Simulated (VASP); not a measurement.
Wanted: the native input for a VASP 6.6.1 run.

```yaml
Task: single point
Functional: PBE
Potentials_or_basis: VASP PAW PBE potentials, release 64 (Ti_sv)
Cutoff: 520 eV
k_mesh: 15 × 15 × 15
Occupations: fermi-dirac, width 0.1 eV
Spin: no spin polarisation
Dipole_correction: no
Further_INCAR_settings: ALGO = Normal; EDIFF = 1e-07; NBANDS = 19
```

The structure of Ti lies in POSCAR:

```
Ti
1.0
   -2.2462039249      2.2462039249      1.2992873028
    2.2462039249     -2.2462039249      1.2992873028
    2.2462039249      2.2462039249     -1.2992873028
Ti
2
Direct
   -0.3750000000     -0.1250000000     -0.2500000000
    0.3750000000      0.1250000000      0.2500000000
```

One way to write it, as run:

INCAR

```
PREC = Accurate ; ENCUT = 520
EDIFF = 1E-7 ; ISMEAR = -1
SIGMA = 0.1 ; LREAL = F
LASPH = T ; NELM = 100
ALGO = Normal ; ISIF = 2
LWAVE = F ; LCHARG = F
GGA = PE ; NBANDS = 19
```

KPOINTS

```
regular mesh
0
Gamma
  15 15 15
```

Potentials or basis: VASP PAW PBE potentials, release 64 (Ti_sv).

The run is started by

```bash
$ cat potpaw_PBE.64/Ti_sv/POTCAR > POTCAR
$ mpirun -np 1 vasp_std > vasp.out
```

It gave:

```yaml
Pressure: 43.7 GPa
Band_gap_on_the_k_mesh: zero (band 12 reaches 11.72 eV, above the bottom of band 13 at 10.54 eV)
```

Wall time 110 s on 1 thread of Intel(R) Xeon(R) 6975P-C (Granite Rapids) (shared host), peak memory 0.24 GiB.
